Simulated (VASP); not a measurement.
# Pb (P-1) in VASP: a series of runs

Pb is run at these levels: PBE; tasks: single point.

Everything below comes from runs of VASP 6.6.1. Logs are shortened: lines on timing, memory, paths and dates and some standing lists are left out, and cuts for length are marked.

### Step 1. The cell of the first run

The typed cell holds 2 atoms: a = 3.550 Å, b = 3.497 Å, c = 6.458 Å, α = 106.44°, β = 106.38°, γ = 60.63°.

### Step 2. Single point, PBE (atoms moved at random and the cell strained at random)

The input, INCAR:

```
PREC     = Accurate       # precision mode
ENCUT    = 520            # plane-wave cutoff, eV
EDIFF    = 1E-7           # SCF threshold, eV
ISMEAR   = 0              # smearing method
SIGMA    = 0.1            # smearing width, eV
LREAL    = F              # projectors in reciprocal space
LASPH    = T              # aspherical terms in the spheres
NELM     = 80             # most SCF steps
ALGO     = Fast           # electronic algorithm
ISIF     = 2              # what is computed and relaxed
LWAVE    = F              # write WAVECAR
LCHARG   = F              # write CHGCAR
GGA      = PE             # functional
NBANDS   = 21             # bands
```

The input, KPOINTS:

```
regular mesh
0
Gamma
  12 12 6
```

The input, POSCAR:

```
Pb
1.0
    3.0567047485     -1.8050657974      0.0032081434
    3.0260391429      1.7518294061     -0.0012026629
   -2.1153762843      0.0108514694      6.1019629391
Pb
2
Direct
    0.0896641226      0.0927721257      0.2828821949
    0.9103358774      0.9072278743      0.7171178051
```

Potentials or basis: VASP PAW PBE potentials, release 64 (Pb_d).

Command:

```bash
$ cat potpaw_PBE.64/Pb_d/POTCAR > POTCAR
$ mpirun -np 1 vasp_std > vasp.out
```

OUTCAR:

```text
PREC = Accurate
   ENCUT = 520
   EDIFF = 1E-7
   ISMEAR = 0
   LREAL = F
   LASPH = T
   NELM = 80
   ISIF = 2
   GGA = PE

 ion  position               nearest neighbor table
   1  0.090  0.093  0.283-   2 3.33   2 3.34   2 3.37   2 3.45
   2  0.910  0.907  0.717-   1 3.33   1 3.34   1 3.37   1 3.45

  LATTYP: Found a triclinic cell.
 ALAT       =     3.5498896806
 B/A-ratio  =     1.0020114558
 C/A-ratio  =     1.8192795592
 COS(alpha) =     0.0033323926
 COS(beta)  =     0.2820413283
 COS(gamma) =     0.5158902695

  Lattice vectors:

 A1 = (   3.0567047485,  -1.8050657974,   0.0032081434)
 A2 = (   0.0306656056,  -3.5568952035,   0.0044108063)
 A3 = (   2.1153762843,  -0.0108514694,  -6.1019629391)

Analysis of symmetry for initial positions (statically):
=====================================================================
 Subroutine PRICEL returns:
 Original cell was already a primitive cell.

 Routine SETGRP: Setting up the symmetry group for a
 triclinic supercell.

 Subroutine GETGRP returns: Found  2 space group operations
 (whereof  2 operations were pure point group operations)
 out of a pool of  2 trial point group operations.

The static configuration has the point symmetry S_2 .

Analysis of symmetry for dynamics (positions and initial velocities):
=====================================================================
 Subroutine PRICEL returns:
 Original cell was already a primitive cell.

 Routine SETGRP: Setting up the symmetry group for a
 triclinic supercell.

 Subroutine GETGRP returns: Found  2 space group operations
 (whereof  2 operations were pure point group operations)
 out of a pool of  2 trial point group operations.

The dynamic configuration has the point symmetry S_2 .

 Subroutine INISYM returns: Found  2 space group operations
 (whereof  2 operations are pure point group operations),
 and found     1 'primitive' translations

----------------------------------------------------------------------------------------

                                     Primitive cell

  volume of cell :      66.0125

  direct lattice vectors                    reciprocal lattice vectors
     3.056704749 -1.805065797  0.003208143     0.161933069 -0.279677742  0.056634937
[... 80 lines left out ...]
   ISPIN  =      1    spin polarized calculation?
   LNONCOLLINEAR =      F non collinear calculations
   LSORBIT =      F    spin-orbit coupling
   LASPH  =      T    aspherical Exc in radial PAW
   ENCUT  =  520.0 eV  38.22 Ry    6.18 a.u.   6.60  6.50 12.01*2*pi/ulx,y,z
   NELM   =     80;   NELMIN=  2; NELMDL= -5     # of ELM steps
   EDIFF  = 0.1E-06   stopping-criterion for ELM
   LREAL  =      F    real-space projection
   EDIFFG = 0.1E-05   stopping-criterion for IOM
   NSW    =      0    number of steps for IOM
   IBRION =     -1    ionic relax: 0-MD 1-quasi-New 2-CG
   NFREE  =      0    steps in history (QN), initial steepest desc. (CG)
   ISIF   =      2    stress and relaxation
   ISYM   =      2    0-nonsym 1-usesym 2-fastsym
   POTIM  = 0.5000    time-step for ionic-motion
   TEBEG  =    0.0;   TEEND  =   0.0 temperature during run
   PSTRESS=    0.0 pullay stress
   NELECT =      28.0000    total number of electrons
   NUPDOWN=      -1.0000    fix difference up-down
   EMIN   =  10.00;   EMAX   =-10.00  energy-range for DOS
   EFERMI =   0.00;   METHOD = LEGACY
   ISMEAR =     0;   SIGMA  =   0.10  broadening in eV -4-tet -1-fermi 0-gaus
   EFERMI_NEDOS =   21; number of points for ismear=-14 and -15
   IALGO  =     68    algorithm
   IMIX   =      4    mixing-type and parameters
     AMIX     =   0.40;   BMIX     =  1.00
     AMIX_MAG =   1.60;   BMIX_MAG =  1.00
  volume/ion in A,a.u.               =      33.01       222.74
  Fermi-wavevector in a.u.,A,eV,Ry     =   1.230039  2.324436 20.585544  1.512995
  Thomas-Fermi vector in A             =   2.364903
   LORBIT       =      0    0 simple, 1 ext, 2 COOP (PROOUT), +10 PAW based schemes
   GGA     = PE    functional components
   LHFCALC =     F    Hartree Fock is set to
   AEXX    =    0.0000 exact exchange contribution
   IVDW    =     0    specifies the selected vdW correction
   LEPSILON=     F    determine dielectric tensor
   LRPA    =     F    only Hartree local field effects (RPA)
 non-spin polarized calculation
 RMM-DIIS sequential band-by-band and
 Gauss-broadening in eV      SIGMA  =   0.10
  energy-cutoff  :      520.00
  volume of cell :       66.01
 maximum number of plane-waves:      1812
   NGX = 13   NGY = 13   NGZ = 25

 number of electron      28.0000003 magnetization

 Free energy of the ion-electron system (eV)
  ---------------------------------------------------
  ext. energy  EPLUGINS =         0.00000000
  ---------------------------------------------------
  free energy    TOTEN  =        -6.98039363 eV

  energy without entropy =       -6.97437825  energy(sigma->0) =       -6.97738594

 E-fermi :   6.3610     XC(G=0):  -9.7144

 val. band max:        6.3581873668   @ k =   0.5000  -0.0833   0.1667
 cond. band min:       6.3635535249   @ k =   0.2500  -0.0833   0.3333
 fundamental gap:      0.0053661581
 Fermi energy:         6.3609582639

 k-point     1 :       0.0000    0.0000    0.0000
  band No.  band energies     occupation
      1     -10.7434      2.00000
      2     -10.7049      2.00000
      3     -10.7031      2.00000
      4     -10.6809      2.00000
      5     -10.6754      2.00000
      6     -10.6712      2.00000
[... 565 lines left out ...]
     20      15.9389      0.00000
     21      16.4352      0.00000

 [... further k-points ...]

------------------------ aborting loop because EDIFF is reached ----------------------------------------

  FORCE on cell =-STRESS in cart. coord.  units (eV):
  Direction    XX          YY          ZZ          XY          YZ          ZX
  --------------------------------------------------------------------------------------
  -------------------------------------------------------------------------------------
  Total        0.3521367      0.1937309      0.6293809      0.0868774      0.0479312     -0.0532055
  in kB        8.5466411      4.7020057     15.2755829      2.1085842      1.1633300     -1.2913404
  external PRESSURE =       9.5080766 kB  Pullay stress =       0.0000000 kB

 VOLUME and BASIS-vectors are now :
 -----------------------------------------------------------------------------
  energy-cutoff  :      520.00
  volume of cell :       66.01
      direct lattice vectors                 reciprocal lattice vectors
     3.056704749 -1.805065797  0.003208143     0.161933069 -0.279677742  0.056634937
     3.026039143  1.751829406 -0.001202663     0.166854381  0.282653706  0.057340989
    -2.115376284  0.010851469  6.101962939    -0.000052251  0.000202752  0.163863216

 POSITION                                       TOTAL-FORCE (eV/Angst)
 -----------------------------------------------------------------------------------
     -0.04359      0.00374      1.72631         0.007520     -0.021244     -0.273490
      4.01096     -0.04613      4.37766        -0.007520      0.021244      0.273490
 -----------------------------------------------------------------------------------
    total drift:                                0.000000      0.000000     -0.000000

  FREE ENERGIE OF THE ION-ELECTRON SYSTEM (eV)
  ---------------------------------------------------
  free  energy   TOTEN  =        -6.9803936340 eV

  energy  without entropy=       -6.9743782487  energy(sigma->0) =       -6.97738594
```

Wall time 4.3 min (1 thread of Intel Xeon 6975P-C (Granite Rapids), shared host); peak memory 0.56 GiB.

Results:

```
Free energy            : -6.9804 eV
Pressure               : 1.0 GPa
Largest force          : 0.274 eV/Å
Band gap on the k mesh : zero (bands 14 and 15 overlap by 7.27 eV)
```

Forces in eV/Å, atoms in the order of the input:
```
Pb   0.008 -0.021 -0.273
Pb  -0.008  0.021  0.273
```

Levels at points of the mesh, in eV from the Fermi level:
```tsv
k point	band 12	band 13	band 14	band 15	band 16	band 17
(0.00, 0.00, 0.00)	-8.29	-3.83	5.87	6.13	6.19	6.38
(0.50, 0.00, 0.00)	-6.80	-3.53	-2.48	0.37	2.97	3.38
(0.00, 0.50, 0.00)	-6.74	-3.45	-2.44	0.52	2.62	3.44
(0.50, 0.50, 0.00)	-7.51	-3.26	-2.66	2.01	2.07	2.80
(0.00, 0.00, 0.50)	-9.59	-0.33	0.88	5.22	5.48	7.13
(0.50, 0.00, 0.50)	-7.65	-3.26	-2.64	1.93	2.40	2.47
(0.00, 0.50, 0.50)	-7.55	-3.20	-2.62	1.92	2.06	2.62
(0.50, 0.50, 0.50)	-6.72	-3.40	-2.33	0.38	2.57	3.25
```

Caveat: the cell differs from its parent crystal (atoms moved at random and the cell strained at random); spin-orbit coupling is left out, which moves the levels of the heavy elements.

### Step 3. Single point, PBE (atoms moved at random and the cell strained at random)

The input, INCAR:

```
ALGO     = Fast           # electronic algorithm
EDIFF    = 1E-7           # SCF threshold, eV
ENCUT    = 520            # plane-wave cutoff, eV
GGA      = PE             # functional
ISIF     = 2              # what is computed and relaxed
ISMEAR   = 0              # smearing method
LASPH    = True           # aspherical terms in the spheres
LCHARG   = False          # write CHGCAR
LREAL    = False          # projectors in reciprocal space
LWAVE    = False          # write WAVECAR
NBANDS   = 21             # bands
NELM     = 60             # most SCF steps
PREC     = Accurate       # precision mode
SIGMA    = 0.1            # smearing width, eV
```

The input, KPOINTS:

```
k-points
0
Gamma
  12 12 6
```

The input, POSCAR:

```
Pb
1.0
    3.0815023023     -1.7673716409     -0.0069714597
    3.0676047619      1.7432451028     -0.0102270548
   -2.1577380469      0.0027298275      6.1366248831
Pb
2
Direct
    0.0951118439      0.1111946177      0.2879648622
    0.9048881561      0.8888053823      0.7120351378
```

Potentials or basis: VASP PAW PBE potentials, release 64 (Pb_d).

Command:

```bash
$ cat potpaw_PBE.64/Pb_d/POTCAR > POTCAR
$ mpirun -np 1 vasp_std > vasp.out
```

Wall time 5 min (1 thread of Intel Xeon 6975P-C (Granite Rapids), shared host); peak memory 0.56 GiB.

Results (log left out):

```yaml
Free_energy: -6.9548 eV
Pressure: 1.4 GPa
Largest_force: 0.458 eV/Å
Band_gap_on_the_k_mesh: zero (bands 14 and 15 overlap by 7.32 eV)
```

Forces on the atoms (eV/Å):
```
Pb  -0.080 -0.051 -0.448
Pb   0.080  0.051  0.448
```

Stress tensor (GPa, compression positive):
```
0.78 0.18 0.46
0.18 1.47 0.35
0.46 0.35 2.00
```

Levels at points of the mesh, in eV from the Fermi level:
```
           k point  band 12  band 13  band 14  band 15  band 16  band 17
(0.00, 0.00, 0.00)    -8.29    -3.78     5.85     6.03     6.14     6.34
(0.50, 0.00, 0.00)    -6.83    -3.46    -2.47     0.56     2.66     3.37
(0.00, 0.50, 0.00)    -6.96    -3.30    -2.49     0.73     2.49     3.18
(0.50, 0.50, 0.00)    -7.41    -3.39    -2.50     2.25     2.29     2.37
(0.00, 0.00, 0.50)    -9.47    -0.45     0.98     5.30     5.44     6.95
(0.50, 0.00, 0.50)    -7.53    -3.28    -2.59     2.01     2.16     2.51
(0.00, 0.50, 0.50)    -7.59    -3.23    -2.68     1.91     2.00     2.78
(0.50, 0.50, 0.50)    -6.63    -3.61    -2.31     0.21     2.74     3.44
```

Caveat: the cell differs from its parent crystal (atoms moved at random and the cell strained at random); spin-orbit coupling is left out, which moves the levels of the heavy elements.
